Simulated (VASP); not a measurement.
# Ca: electric field gradients with PBE

Ca:

```
Ca
1.0
     4.03237    0.00000    0.00000
    -2.01619    3.49214    0.00000
     0.00000    0.00000    6.60580
Ca
2
Cartesian
  0.0000 2.3281 1.6514
  2.0162 1.1640 4.9543
```

This cell differs from its parent crystal: volume scaled by 1.04.

```yaml
Program: VASP 6.6.1
Task: electric field gradients
Functional: PBE
Potentials_or_basis: VASP PAW PBE potentials, release 64 (Ca_sv)
Cutoff: 520 eV
k_mesh: 11 × 11 × 6
Occupations: fermi-dirac, width 0.08 eV
Spin: no spin polarisation
Dipole_correction: no
Further_INCAR_settings: ALGO = Normal; EDIFF = 1e-08; NBANDS = 17
```

| Property | Result |
| --- | --- |
| Pressure | -1.4 GPa |
| Band gap on the k mesh | zero (band 10 reaches 1.84 eV, above the bottom of band 11 at 1.36 eV) |

Levels at points of the mesh, in eV from the Fermi level:
```csv
k point,band 6,band 7,band 8,band 9,band 10,band 11,band 12,band 13,band 14,band 15
"(0.00, 0.00, 0.00)",-23.20,-23.20,-23.19,-3.89,-1.00,-0.27,2.15,2.16,2.16,2.44
"(0.00, 0.00, 0.50)",-23.20,-23.20,-23.20,-2.95,-2.95,1.33,1.33,2.15,2.15,2.15
```

Electric field gradients, principal values (V/Å²):
```tsv
atom	least	middle	greatest (by size)
1 Ca	1.249	1.251	-2.499
2 Ca	1.249	1.251	-2.499
```

It took 57 s on 1 thread of Intel(R) Xeon(R) Platinum 8559C (Emerald Rapids), on a shared host, peak memory 0.23 GiB.

Caveat: without QUAD_EFG the Cq values of the log hold for a quadrupole moment of 1 mb, not for the nuclei.
